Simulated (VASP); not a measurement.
Wanted: the native input for a VASP 6.6.1 run.

| Property | Result |
| --- | --- |
| Task | single point |
| Functional | PBEsol |
| Potentials or basis | VASP PAW PBE potentials, release 64 (B, N) |
| Cutoff | 520 eV |
| k mesh | 10 × 10 × 6 |
| Occupations | fermi-dirac, width 0.01 eV |
| Spin | no spin polarisation |
| Dipole correction | no |
| Further INCAR settings | ALGO = Normal; EDIFF = 1e-06; NBANDS = 11 |

The structure of BN lies in POSCAR:

```
BN
1.0
    2.6045976199      0.0000000000      0.0000000000
   -1.2947079028      2.2600133264      0.0000000000
   -0.6549448585     -1.1300071824      3.1389042245
B N
1 1
Direct
    0.9796430000      0.9834990000      0.0018060000
    0.6685060000      0.3323850000      0.9849990000
```

The input as run:

INCAR

```
ALGO     = Normal         # electronic algorithm
EDIFF    = 1E-6           # SCF threshold, eV
ENCUT    = 520            # plane-wave cutoff, eV
GGA      = PS             # functional
ISIF     = 2              # what is computed and relaxed
ISMEAR   = -1             # smearing method
LASPH    = True           # aspherical terms in the spheres
LCHARG   = False          # write CHGCAR
LREAL    = False          # projectors in reciprocal space
LWAVE    = False          # write WAVECAR
NBANDS   = 11             # bands
NELM     = 80             # most SCF steps
PREC     = Accurate       # precision mode
SIGMA    = 0.01           # smearing width, eV
```

KPOINTS

```
k-points
0
Gamma
  10 10 6
```

Potentials or basis: VASP PAW PBE potentials, release 64 (B, N).

Command:

```console
$ cat potpaw_PBE.64/B/POTCAR potpaw_PBE.64/N/POTCAR > POTCAR
$ mpirun -np 1 vasp_std > vasp.out
```

It gave:

```
Pressure               : -23.2 GPa
Largest force          : 2.111 eV/Å
Band gap on the k mesh : 2.76 eV, indirect (least direct gap 4.26 eV)
```

Caveat: the PAW data sets were made with another functional, which shifts forces and pressure a little.

It took 38 s on 1 thread of AMD EPYC 7R13 Processor (Zen 3), with other jobs on the host, peak memory 0.14 GiB.
